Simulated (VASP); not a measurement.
Here is a VASP 6.6.1 calculation.

Contents of INCAR:

```
SYSTEM = Cd
PREC     = Accurate       ! precision mode
ENCUT    = 520            ! plane-wave cutoff, eV
EDIFF    = 1E-6           ! SCF threshold, eV
ISMEAR   = -1             ! smearing method
SIGMA    = 0.08           ! smearing width, eV
LREAL    = .False.        ! projectors in reciprocal space
LASPH    = .True.         ! aspherical terms in the spheres
NELM     = 60             ! most SCF steps
ALGO     = Normal         ! electronic algorithm
ISIF     = 2              ! what is computed and relaxed
LWAVE    = .False.        ! write WAVECAR
LCHARG   = .False.        ! write CHGCAR
GGA      = PS             ! functional
NBANDS   = 12             ! bands
```

KPOINTS

```
regular mesh
0
Gamma
  17 17 17
  0 0 0
```

File POSCAR:

```
Cd
1.0
    0.0000000000      2.0141926554      2.0141926554
    2.0141926554      0.0000000000      2.0141926554
    2.0141926554      2.0141926554      0.0000000000
Cd
1
Direct
    0.0000000000      0.0000000000      0.0000000000
```

Potentials or basis: VASP PAW PBE potentials, release 64 (Cd).

Launch:

```bash
$ cat potpaw_PBE.64/Cd/POTCAR > POTCAR
$ mpirun -np 1 vasp_std > vasp.out
```

Problem. Estimate the band gap on the k mesh.

Solution. Zero (bands 6 and 7 overlap by 1.99 eV).

Problem. Predict the pressure.

Solution. 30.5 GPa.

Caveat: the cell stands under pressure; the PAW data sets were made with another functional, which shifts forces and pressure a little.
